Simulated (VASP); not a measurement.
## GaN: dielectric tensor with r2SCAN

Crystal: GaN.

```
Ga N
1.0
     0.00000    2.24895    2.29393
     2.24895    0.00000    2.29393
     2.24895    2.24895    0.00000
Ga N
1 1
Direct
  0.00000 0.00000 0.00000
  0.25000 0.25000 0.25000
```

This cell differs from its parent crystal: uniaxial z strain +2.0%.

```json
{
  "Program": "VASP 6.6.1",
  "Task": "dielectric tensor",
  "Functional": "r2SCAN",
  "Potentials or basis": "VASP PAW PBE potentials, release 64 (Ga_d, N)",
  "Cutoff": "520 eV",
  "k mesh": "8 × 8 × 8",
  "Occupations": "gaussian, width 0.01 eV",
  "Spin": "no spin polarisation",
  "Dipole correction": "no",
  "Further INCAR settings": "ALGO = Normal; EDIFF = 1e-08"
}
```

```yaml
Band_gap_on_the_k_mesh: 1.99 eV
Electronic_dielectric_tensor_diagonal: 5.49, 5.49, 5.54
Born_charges_mean_of_the_diagonal: Ga +2.68; N -2.68 e
```

Levels at points of the mesh, in eV from the valence-band top:
| k point | band 5 | band 6 | band 7 | band 8 | band 9 | band 10 | band 11 | band 12 | band 13 |
| --- | --- | --- | --- | --- | --- | --- | --- | --- | --- |
| (0.00, 0.00, 0.00) | -13.52 | -13.52 | -0.10 | 0.00 | 0.00 | 1.99 | 10.86 | 10.86 | 10.92 |
| (0.50, 0.00, 0.00) | -13.47 | -12.39 | -7.10 | -1.09 | -0.93 | 5.02 | 9.34 | 10.76 | 11.04 |
| (0.50, 0.50, 0.00) | -13.45 | -12.08 | -6.33 | -2.66 | -2.66 | 3.82 | 7.34 | 12.25 | 14.83 |
| (0.50, 0.00, 0.50) | -13.44 | -11.98 | -6.12 | -2.82 | -2.81 | 3.69 | 7.02 | 12.53 | 14.48 |

Electronic dielectric tensor:
```
5.49 0.00 0.00
0.00 5.49 0.00
0.00 0.00 5.54
```

Born effective charge tensors (e):
atom 1, Ga
```
2.66 0.00 0.00
0.00 2.66 0.00
0.00 0.00 2.70
```
atom 2, N
```
-2.66  0.00  0.00
 0.00 -2.66  0.00
 0.00  0.00 -2.70
```

Dipole moments of the cell (e·Å, modulo the quantum): ionic 5.622, 5.622, 5.735; electronic 0.000, 0.000, 0.006

It took 53 min on 1 thread of Intel Xeon 8259CL (shared host), peak memory 0.43 GiB.

Caveat: the cell differs from its parent crystal (uniaxial z strain +2.0%); the structure was generated, so it needn't be the stable form of GaN.
